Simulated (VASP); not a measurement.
## Si: single point with r2SCAN

The system is Si.

```
Si
1.0
     0.00000    2.71547    2.71547
     2.71547    0.00000    2.71547
     2.71547    2.71547    0.00000
Si
2
Direct
  0.50000 0.50000 0.50000
  0.75000 0.75000 0.75000
```

```
Program             : VASP 6.6.1
Task                : single point
Functional          : r2SCAN
Potentials or basis : VASP PAW PBE potentials, release 64 (Si)
Cutoff              : 520 eV
k mesh              : 10 × 10 × 10
Occupations         : gaussian, width 0.05 eV
Spin                : no spin polarisation
```

```yaml
Pressure: 0.5 GPa
Band_gap_on_the_k_mesh: 0.78 eV, indirect (least direct gap 2.76 eV)
```

Levels at points of the mesh, in eV from the valence-band top:
```tsv
k point	band 1	band 2	band 3	band 4	band 5	band 6	band 7	band 8
(0.00, 0.00, 0.00)	-12.53	0.00	0.00	0.00	2.76	2.76	2.76	3.99
(0.50, 0.00, 0.00)	-10.07	-7.27	-1.27	-1.27	1.88	3.59	3.59	8.34
(0.50, 0.50, 0.00)	-8.16	-8.16	-3.01	-3.01	0.92	0.92	10.88	10.88
```

It took 55 s on 1 thread of AMD EPYC 9R14 (Zen 4), on a shared host, peak memory 0.14 GiB.

Caveat: the PAW data sets were made with another functional, which shifts forces and pressure a little. r2SCAN opens gaps a little over a GGA but as a rule still falls short of measured ones.
